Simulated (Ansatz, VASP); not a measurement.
**Two plane-wave programs on Cs2Li**

File INCAR:

```
SYSTEM = Cs2Li
  PREC = Accurate
  ENCUT = 600
  EDIFF = 1E-6
  ISMEAR = 0
  SIGMA = 0.1
  LREAL = .FALSE.
  LASPH = .TRUE.
  NELM = 80
  ALGO = Fast
  ISIF = 3
  LWAVE = .FALSE.
  LCHARG = .FALSE.
  GGA = PE
  IBRION = 2
  NSW = 100
  EDIFFG = -0.01
```

Contents of KPOINTS:

```
Automatic mesh
0
G
  8 8 8
  0 0 0
```

Contents of POSCAR:

```
Cs2Li
1.0
    0.0000000000      4.8973656427      4.8973656427
    4.8973656427      0.0000000000      4.8973656427
    4.8973656427      4.8973656427      0.0000000000
Cs Li
2 1
Direct
    0.2500000000      0.2500000000      0.2500000000
    0.7500000000      0.7500000000      0.7500000000
    0.0000000000      0.0000000000      0.0000000000
```

Input for Ansatz:

```yaml
crystal:
  lattice:
    - [0.0, 4.8973656427, 4.8973656427]
    - [4.8973656427, 0.0, 4.8973656427]
    - [4.8973656427, 4.8973656427, 0.0]
  atoms:
    - { symbol: Cs, position: [0.25, 0.25, 0.25] }
    - { symbol: Cs, position: [0.75, 0.75, 0.75] }
    - { symbol: Li, position: [0.0, 0.0, 0.0] }
basis:
  ecutwfc: 420
kpoints:
  mp_grid: { grid: [8, 8, 8] }
hamiltonian:
  xc: pbe
scf:
  occupations: { method: gaussian, width: 0.1 }
output:
  forces: true
  stress: true
  eigenvalues: true
relax:
  adjacent_minimum: "off"
  f_tol: 0.01
  max_steps: 80
  cell: { stress_tol: 0.05 }
```

Alike in both runs: task relaxation of cell and atoms; functional PBE; k mesh 8 × 8 × 8; occupations gaussian, width 0.1 eV; no spin polarisation.

|  | VASP | Ansatz |
| --- | --- | --- |
| version | VASP 6.6.1 | Ansatz 0.2.0 |
| potentials or method | VASP PAW PBE potentials, release 64 (Cs_sv, Li_sv), cutoff 600 eV | scalar-relativistic, plane waves, PAW |
| valence electrons in the cell | 21 | 21 |

VASP gave:

| Quantity | Value |
| --- | --- |
| gap on the k mesh at the Fermi level, each at its own relaxed structure (eV) | none |
| relaxed volume (Å³/atom) | 86.79 |
| relaxed cell length with the largest relative difference (Å) | 7.168 |

Which values does Ansatz return?

gap on the k mesh at the Fermi level, each at its own relaxed structure (eV): none; relaxed volume (Å³/atom): 86.96; relaxed cell length with the largest relative difference (Å): 7.172.

A gap of «none» marks a metal or a gap that the smearing closes.

Neither program's run includes spin-orbit coupling. Noted on VASP's run: the cutoff is short for stress, so the pressure is rough.
